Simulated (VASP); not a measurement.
Input of a VASP 6.6.1 run:

The input INCAR:

```
  ALGO = Normal
  DIPOL = 0.5 0.5 0.331
  EDIFF = 1E-6
  ENCUT = 520
  GGA = PE
  IDIPOL = 3
  ISIF = 2
  ISMEAR = 0
  LASPH = True
  LCHARG = False
  LDIPOL = True
  LREAL = False
  LWAVE = False
  NBANDS = 32
  NELM = 100
  PREC = Accurate
  SIGMA = 0.1
```

KPOINTS

```
k-points
0
Gamma
  6 6 1
```

Contents of POSCAR:

```
Al
1.0
    5.7143028096      0.0000000000      0.0000000000
   -2.8571514048      4.9487313980      0.0000000000
    0.0000000000      0.0000000000     20.1016424764
Al
13
Direct
    0.3333333333      0.1666666667      0.1989887147
    0.3333333333      0.6666666667      0.1989887147
    0.8333333333      0.1666666667      0.1989887147
    0.8333333333      0.6666666667      0.1989887147
    0.1666666667      0.3333333333      0.3134533099
    0.1666666667      0.8333333333      0.3134533099
    0.6666666667      0.3333333333      0.3134533099
    0.6666666667      0.8333333333      0.3134533099
    0.0000000000      0.0000000000      0.4279074452
    0.0000000000      0.5000000000      0.4279074452
    0.5000000000      0.0000000000      0.4279074452
    0.5000000000      0.5000000000      0.4279074452
    0.3333333333      0.1666666667      0.5367708764
```

Potentials or basis: VASP PAW PBE potentials, release 64 (Al).

The run is started by

```console
$ cat potpaw_PBE.64/Al/POTCAR > POTCAR
$ mpirun -np 1 vasp_std > vasp.out
```

(1) Estimate the largest force.

(2) Estimate the band gap on the k mesh.

## Answers

(1) 0.174 eV/Å.

(2) zero (an odd number of electrons rules out a gap without spin polarisation).
